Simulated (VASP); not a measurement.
# C (Fd-3m) in VASP: further runs

The runs below take C through single point, relaxation of cell and atoms, with LDA.

All numbers are computed with VASP 6.6.1; they aren't measurements. Logs are shortened: lines on timing, memory, paths and dates and some standing lists are left out, and cuts for length are marked.

## Step 1: The cell of the first run

It takes space group Fd-3m (No. 227, cubic). Conventional cell: a = 3.532 Å, b = 3.532 Å, c = 3.532 Å, α = 90.00°, β = 90.00°, γ = 90.00°. Within 2.0 Å of C (site symmetry -43m) lie 4 C at 1.53 Å.

## Step 2: Single point, LDA

INCAR

```
SYSTEM = C
PREC = Accurate
ENCUT = 600
EDIFF = 1E-6
ISMEAR = 0
SIGMA = 0.1
LREAL = .FALSE.
LASPH = .TRUE.
NELM = 120
ALGO = Normal
ISIF = 2
LWAVE = .FALSE.
LCHARG = .TRUE.
LELF = .TRUE.
LVHAR = .TRUE.
NBANDS = 11
GGA_COMPAT = .FALSE.
```

KPOINTS

```
regular mesh
0
G
  10 10 10
  0 0 0
```

POSCAR

```
C
1.0
    0.0000000000      1.7660705302      1.7660705302
    1.7660705302      0.0000000000      1.7660705302
    1.7660705302      1.7660705302      0.0000000000
C
2
Direct
    0.0000000000      0.0000000000      0.0000000000
    0.2500000000      0.2500000000      0.2500000000
```

Potentials or basis: VASP PAW LDA potentials, release 64 (C).

Command:

```console
> cat potpaw_LDA.64/C/POTCAR > POTCAR
> mpirun -np 1 vasp_std > vasp.out
```

OUTCAR:

```text
SYSTEM = C
   PREC = Accurate
   ENCUT = 600
   EDIFF = 1E-6
   ISMEAR = 0
   LREAL = .FALSE.
   LASPH = .TRUE.
   NELM = 120
   ISIF = 2

 ion  position               nearest neighbor table
   1  0.000  0.000  0.000-   2 1.53   2 1.53   2 1.53   2 1.53
   2  0.250  0.250  0.250-   1 1.53   1 1.53   1 1.53   1 1.53

  LATTYP: Found a face centered cubic cell.
 ALAT       =     3.5321410604

  Lattice vectors:

 A1 = (   0.0000000000,   1.7660705302,   1.7660705302)
 A2 = (   1.7660705302,   0.0000000000,   1.7660705302)
 A3 = (   1.7660705302,   1.7660705302,   0.0000000000)

Analysis of symmetry for initial positions (statically):
=====================================================================
 Subroutine PRICEL returns:
 Original cell was already a primitive cell.

 Routine SETGRP: Setting up the symmetry group for a
 face centered cubic supercell.

 Subroutine GETGRP returns: Found 48 space group operations
 (whereof 24 operations were pure point group operations)
 out of a pool of 48 trial point group operations.

The static configuration has the point symmetry T_d .
 The point group associated with its full space group is O_h .

Analysis of symmetry for dynamics (positions and initial velocities):
=====================================================================
 Subroutine PRICEL returns:
 Original cell was already a primitive cell.

 Routine SETGRP: Setting up the symmetry group for a
 face centered cubic supercell.

 Subroutine GETGRP returns: Found 48 space group operations
 (whereof 24 operations were pure point group operations)
 out of a pool of 48 trial point group operations.

The dynamic configuration has the point symmetry T_d .
 The point group associated with its full space group is O_h .

 Subroutine INISYM returns: Found 48 space group operations
 (whereof 24 operations are pure point group operations),
 and found     1 'primitive' translations

----------------------------------------------------------------------------------------

                                     Primitive cell

  volume of cell :      11.0168

  direct lattice vectors                    reciprocal lattice vectors
     0.000000000  1.766070530  1.766070530    -0.283114401  0.283114401  0.283114401
     1.766070530  0.000000000  1.766070530     0.283114401 -0.283114401  0.283114401
     1.766070530  1.766070530  0.000000000     0.283114401  0.283114401 -0.283114401

  length of vectors
     2.497600896  2.497600896  2.497600896     0.490368527  0.490368527  0.490368527

  position of ions in fractional coordinates (direct lattice)
     0.000000000  0.000000000  0.000000000
     0.250000000  0.250000000  0.250000000

  ion indices of the primitive-cell ions
   primitive index   ion index
                 1           1
                 2           2

----------------------------------------------------------------------------------------

 KPOINTS: regular mesh

Automatic generation of k-mesh.
 Grid dimensions read from file:
 generate k-points for:   10   10   10

 Generating k-lattice:

  Cartesian coordinates                     Fractional coordinates (reciprocal lattice)
    -0.028311440  0.028311440  0.028311440     0.100000000  0.000000000  0.000000000
     0.028311440 -0.028311440  0.028311440     0.000000000  0.100000000  0.000000000
     0.028311440  0.028311440 -0.028311440     0.000000000  0.000000000  0.100000000

  Length of vectors
     0.049036853  0.049036853  0.049036853

  Shift w.r.t. Gamma in fractional coordinates (k-lattice)
     0.000000000  0.000000000  0.000000000

 Subroutine IBZKPT returns following result:
 ===========================================

 Found     47 irreducible k-points:

 Following reciprocal coordinates:
            Coordinates               Weight
  0.000000  0.000000  0.000000      1.000000
  0.100000  0.000000  0.000000      8.000000
  0.200000  0.000000  0.000000      8.000000
  0.300000  0.000000  0.000000      8.000000
  0.400000  0.000000  0.000000      8.000000
  0.500000  0.000000  0.000000      4.000000
[... 16 lines left out ...]
  0.300000  0.300000  0.000000      6.000000
  0.400000  0.300000  0.000000     24.000000
 [... further k-points ...]
   k-points           NKPTS =     47   k-points in BZ     NKDIM =     47   number of bands    NBANDS=     11
   number of dos      NEDOS =    301   number of ions     NIONS =      2
   total plane-waves  NPLWV =   8000
   dimension x,y,z NGX =    20 NGY =   20 NGZ =   20
   dimension x,y,z NGXF=    40 NGYF=   40 NGZF=   40
   ions per type =               2
   NGX,Y,Z   is equivalent  to a cutoff of  13.31, 13.31, 13.31 a.u.
   NGXF,Y,Z  is equivalent  to a cutoff of  26.62, 26.62, 26.62 a.u.
 SYSTEM =  C
   PREC   = accura    normal or accurate (medium, high low for compatibility)
   ISTART =      0    job   : 0-new  1-cont  2-samecut
   ICHARG =      2    charge: 1-file 2-atom 10-const
   ISPIN  =      1    spin polarized calculation?
   LNONCOLLINEAR =      F non collinear calculations
   LSORBIT =      F    spin-orbit coupling
   LASPH  =      T    aspherical Exc in radial PAW
   ENCUT  =  600.0 eV  44.10 Ry    6.64 a.u.   4.99  4.99  4.99*2*pi/ulx,y,z
   NELM   =    120;   NELMIN=  2; NELMDL= -5     # of ELM steps
   EDIFF  = 0.1E-05   stopping-criterion for ELM
   LREAL  =      F    real-space projection
   EDIFFG = 0.1E-04   stopping-criterion for IOM
   NSW    =      0    number of steps for IOM
   IBRION =     -1    ionic relax: 0-MD 1-quasi-New 2-CG
   NFREE  =      0    steps in history (QN), initial steepest desc. (CG)
   ISIF   =      2    stress and relaxation
   ISYM   =      2    0-nonsym 1-usesym 2-fastsym
   POTIM  = 0.5000    time-step for ionic-motion
   TEBEG  =    0.0;   TEEND  =   0.0 temperature during run
   PSTRESS=    0.0 pullay stress
   NELECT =       8.0000    total number of electrons
   NUPDOWN=      -1.0000    fix difference up-down
   EMIN   =  10.00;   EMAX   =-10.00  energy-range for DOS
   EFERMI =   0.00;   METHOD = LEGACY
   ISMEAR =     0;   SIGMA  =   0.10  broadening in eV -4-tet -1-fermi 0-gaus
   EFERMI_NEDOS =   21; number of points for ismear=-14 and -15
   IALGO  =     38    algorithm
   IMIX   =      4    mixing-type and parameters
     AMIX     =   0.40;   BMIX     =  1.00
     AMIX_MAG =   1.60;   BMIX_MAG =  1.00
  volume/ion in A,a.u.               =       5.51        37.17
  Fermi-wavevector in a.u.,A,eV,Ry     =   1.471477  2.780688 29.459937  2.165244
  Thomas-Fermi vector in A             =   2.586608
   LORBIT       =      0    0 simple, 1 ext, 2 COOP (PROOUT), +10 PAW based schemes
   GGA     = CA    functional components
   LHFCALC =     F    Hartree Fock is set to
   AEXX    =    0.0000 exact exchange contribution
   IVDW    =     0    specifies the selected vdW correction
   LEPSILON=     F    determine dielectric tensor
   LRPA    =     F    only Hartree local field effects (RPA)
 non-spin polarized calculation
 Gauss-broadening in eV      SIGMA  =   0.10
  energy-cutoff  :      600.00
  volume of cell :       11.02
 maximum number of plane-waves:       377
   NGX =  9   NGY =  9   NGZ =  9

 number of electron       7.9999998 magnetization

 Free energy of the ion-electron system (eV)
  ---------------------------------------------------
  ext. energy  EPLUGINS =         0.00000000
  ---------------------------------------------------
  free energy    TOTEN  =       -20.25196719 eV

  energy without entropy =      -20.25196719  energy(sigma->0) =      -20.25196719

 E-fermi :  10.7403     XC(G=0): -13.6416

 val. band max:       10.1545407697   @ k =   0.0000   0.0000   0.0000
 cond. band min:      14.3576577682   @ k =   0.4000   0.4000   0.0000
 fundamental gap:      4.2031169986
 Fermi energy:        10.7402665140

 k-point     1 :       0.0000    0.0000    0.0000
  band No.  band energies     occupation
      1     -11.5569      2.00000
      2      10.1545      2.00000
      3      10.1545      2.00000
      4      10.1545      2.00000
      5      15.7798      0.00000
      6      15.7798      0.00000
      7      15.7798      0.00000
      8      24.3843      0.00000
      9      29.5469      0.00000
     10      37.1156      0.00000
     11      37.1156      0.00000

 k-point     2 :       0.1000    0.0000    0.0000
  band No.  band energies     occupation
      1     -11.2750      2.00000
      2       8.4586      2.00000
      3       9.6947      2.00000
      4       9.6947      2.00000
      5      16.3817      0.00000
      6      16.3817      0.00000
      7      16.7775      0.00000
      8      24.5393      0.00000
      9      29.9799      0.00000
     10      34.3736      0.00000
     11      34.3736      0.00000

 k-point     3 :       0.2000    0.0000    0.0000
  band No.  band energies     occupation
      1     -10.4335      2.00000
      2       5.2150      2.00000
      3       8.7967      2.00000
      4       8.7967      2.00000
      5      17.5336      0.00000
      6      17.5336      0.00000
      7      18.1272      0.00000
      8      24.9602      0.00000
      9      30.7297      0.00000
     10      32.8155      0.00000
     11      32.8155      0.00000

 k-point     4 :       0.3000    0.0000    0.0000
  band No.  band energies     occupation
      1      -9.0504      2.00000
      2       1.7664      2.00000
      3       7.9894      2.00000
      4       7.9894      2.00000
      5      18.3564      0.00000
      6      18.3564      0.00000
      7      18.9883      0.00000
      8      25.4569      0.00000
      9      31.1071      0.00000
     10      33.0891      0.00000
     11      33.0891      0.00000

 k-point     5 :       0.4000    0.0000    0.0000
  band No.  band energies     occupation
      1      -7.1847      2.00000
      2      -1.4349      2.00000
      3       7.4679      2.00000
      4       7.4679      2.00000
      5      18.6319      0.00000
      6      18.6319      0.00000
      7      19.4325      0.00000
      8      25.7551      0.00000
      9      31.6097      0.00000
     10      34.8961      0.00000
     11      34.8961      0.00000
[... 211 lines left out ...]
 k-point    21 :      -0.3000    0.2000    0.0000
  band No.  band energies     occupation
      1      -6.9062      2.00000
      2       0.3612      2.00000
      3       3.4475      2.00000
      4       7.0871      2.00000
      5      18.2278      0.00000
      6      20.1020      0.00000
      7      22.1847      0.00000
      8      24.9185      0.00000
      9      29.9496      0.00000
     10      31.4386      0.00000
     11      35.1075      0.00000

 k-point    22 :      -0.2000    0.2000    0.0000
  band No.  band energies     occupation
      1      -8.5937      2.00000
      2       3.1486      2.00000
      3       4.0003      2.00000
      4       8.1228      2.00000
      5      18.7366      0.00000
      6      18.8970      0.00000
      7      20.8260      0.00000
      8      24.2112      0.00000
      9      30.2964      0.00000
     10      31.1526      0.00000
     11      34.4045      0.00000

 k-point    23 :       0.3000    0.3000    0.0000
  band No.  band energies     occupation
      1      -8.2214      2.00000
      2       4.1442      2.00000
      3       5.1326      2.00000
      4       5.1326      2.00000
      5      14.4353      0.00000
      6      18.8824      0.00000
      7      23.4405      0.00000
      8      23.4405      0.00000
      9      31.4936      0.00000
     10      33.0590      0.00000
     11      41.4111      0.00000

 k-point    24 :       0.4000    0.3000    0.0000
  band No.  band energies     occupation
      1      -6.8741      2.00000
      2       2.1290      2.00000
      3       4.0181      2.00000
      4       4.6509      2.00000
      5      14.9934      0.00000
      6      18.2016      0.00000
      7      24.4412      0.00000
      8      24.5482      0.00000
      9      32.2998      0.00000
     10      33.1365      0.00000
     11      41.2911      0.00000

 [... further k-points ...]
[... 5 lines left out ...]
  --------------------------------------------------------------------------------------
  -------------------------------------------------------------------------------------
  Total        0.0464851      0.0464851      0.0464851      0.0000000      0.0000000     -0.0000000
  in kB        6.7603705      6.7603705      6.7603705      0.0000000      0.0000000     -0.0000000
  external PRESSURE =       6.7603705 kB  Pullay stress =       0.0000000 kB

 VOLUME and BASIS-vectors are now :
 -----------------------------------------------------------------------------
  energy-cutoff  :      600.00
  volume of cell :       11.02
      direct lattice vectors                 reciprocal lattice vectors
     0.000000000  1.766070530  1.766070530    -0.283114401  0.283114401  0.283114401
     1.766070530  0.000000000  1.766070530     0.283114401 -0.283114401  0.283114401
     1.766070530  1.766070530  0.000000000     0.283114401  0.283114401 -0.283114401

 POSITION                                       TOTAL-FORCE (eV/Angst)
 -----------------------------------------------------------------------------------
      0.00000      0.00000      0.00000         0.000000      0.000000     -0.000000
      0.88304      0.88304      0.88304        -0.000000     -0.000000      0.000000
 -----------------------------------------------------------------------------------
    total drift:                                0.000000      0.000000      0.000000

  FREE ENERGIE OF THE ION-ELECTRON SYSTEM (eV)
  ---------------------------------------------------
  free  energy   TOTEN  =       -20.2519671878 eV

  energy  without entropy=      -20.2519671878  energy(sigma->0) =      -20.25196719
```

It took 11 s on 1 thread of Intel Xeon 8259CL, shared host; peak memory 0.11 GiB.

Results:

| Property | Result |
| --- | --- |
| Free energy | -20.2520 eV |
| Pressure | 0.7 GPa |
| Band gap on the k mesh | 4.20 eV, indirect (least direct gap 5.63 eV) |

## Step 3: Relaxation of cell and atoms, LDA

INCAR

```
ALGO = Normal
EDIFF = 1E-7
EDIFFG = -0.002
ENCUT = 600
GGA = CA
GGA_COMPAT = F
IBRION = 2
ISIF = 3
ISMEAR = 0
LASPH = T
LCHARG = F
LREAL = F
LWAVE = F
NELM = 120
NELMIN = 4
NSW = 100
PREC = Accurate
SIGMA = 0.02
```

KPOINTS

```
k-points
0
Gamma
  12 12 12
```

POSCAR is that of step 2.

Potentials or basis: VASP PAW LDA potentials, release 64 (C).

Command:

```console
> cat potpaw_LDA.64/C/POTCAR > POTCAR
> mpirun -np 1 vasp_std > vasp.out
```

Run time: 21 s. Hardware: 1 thread of Intel Xeon 8259CL, shared host; peak memory 0.11 GiB.

The run converged. Its results:

```yaml
Free_energy: -20.2521 eV
Relaxed_volume: 5.52 Å³/atom
Relaxed_cell: a = 2.499 Å, b = 2.499 Å, c = 2.499 Å, α = 60.00°, β = 60.00°, γ = 60.00°
Space_group_after_relaxing_to_0.05_Å: Fd-3m (No. 227)
Energy_gained_by_relaxing: 0.0 meV/atom
Ionic_steps: 3
Pressure_after_relaxing: 0.0 GPa
Band_gap_on_the_k_mesh: 4.19 eV, indirect (least direct gap 5.62 eV)
```

Final structure:
```cif
data_structure
_symmetry_space_group_name_H-M 'P 1'
_symmetry_Int_Tables_number 1
_cell_length_a 2.4988
_cell_length_b 2.4988
_cell_length_c 2.4988
_cell_angle_alpha 60.000
_cell_angle_beta 60.000
_cell_angle_gamma 60.000
_cell_volume 11.03
loop_
_atom_site_label
_atom_site_type_symbol
_atom_site_fract_x
_atom_site_fract_y
_atom_site_fract_z
_atom_site_occupancy
C1 C 0.00000 0.00000 0.00000 1
C2 C 0.25000 0.25000 0.25000 1
```

Levels at points of the mesh, in eV from the valence-band top:
```tsv
k point	band 2	band 3	band 4	band 5	band 6	band 7
(0.00, 0.00, 0.00)	0.00	0.00	0.00	5.62	5.62	5.62
(0.50, 0.00, 0.00)	-13.67	-2.86	-2.86	8.50	8.50	9.40
(0.50, 0.50, 0.00)	-12.81	-6.46	-6.46	4.77	4.77	17.05
```
